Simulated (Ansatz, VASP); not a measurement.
**HfO2 in VASP and in Ansatz**

```
CELL_PARAMETERS angstrom
7.17473 0.00000 0.00000
0.00000 6.32742 0.00000
0.00000 0.00000 26.44329
ATOMIC_POSITIONS crystal
O 0.25000 0.52675 0.30253
O 0.75000 0.52675 0.30253
O 0.00000 0.95541 0.31428
O 0.50000 0.95541 0.31428
O 0.25000 0.18747 0.35841
O 0.75000 0.18747 0.35841
O 0.00000 0.61613 0.37016
O 0.50000 0.61613 0.37016
O 0.24879 0.84094 0.41267
O 0.74845 0.84832 0.41372
O 0.99995 0.27602 0.41899
O 0.50157 0.27530 0.41920
O 0.24978 0.49780 0.47079
O 0.75021 0.50522 0.46957
O 0.00627 0.95569 0.47872
O 0.48661 0.95436 0.47895
Hf 0.25000 0.82144 0.33635
Hf 0.75000 0.82144 0.33635
Hf 0.00000 0.32144 0.33635
Hf 0.50000 0.32144 0.33635
Hf 0.25199 0.13880 0.44346
Hf 0.75296 0.14804 0.44334
Hf 0.00115 0.65657 0.44700
Hf 0.49803 0.65604 0.44701
```

Alike in both runs: task single point; functional PBE; dispersion D3(BJ); k mesh 2 × 3 × 1; occupations gaussian, width 0.05 eV; no spin polarisation.

```csv
,VASP,Ansatz
version,VASP 6.6.1,Ansatz 0.2.0
potentials or method,"VASP PAW PBE potentials, release 64 (O, Hf_pv), cutoff 520 eV","scalar-relativistic, plane waves, PAW"
valence electrons in the cell,176,304
```

|  | VASP | Ansatz | Ansatz less VASP |
| --- | --- | --- | --- |
| gap on the k mesh at the Fermi level (eV) | 3.76 | 3.79 | +0.026 |
| least direct gap on the mesh (eV) | 3.79 | 3.82 | +0.029 |
| rms of the force components (eV/Å) | 0.452 | 0.449 | -0.0023 |

VASP's potentials hold 176 valence electrons a cell and Ansatz's 304, so a difference there can come from the potentials and not from the codes.

The k mesh is coarse, so the values compare programs but aren't converged. Spin-orbit coupling is off throughout.
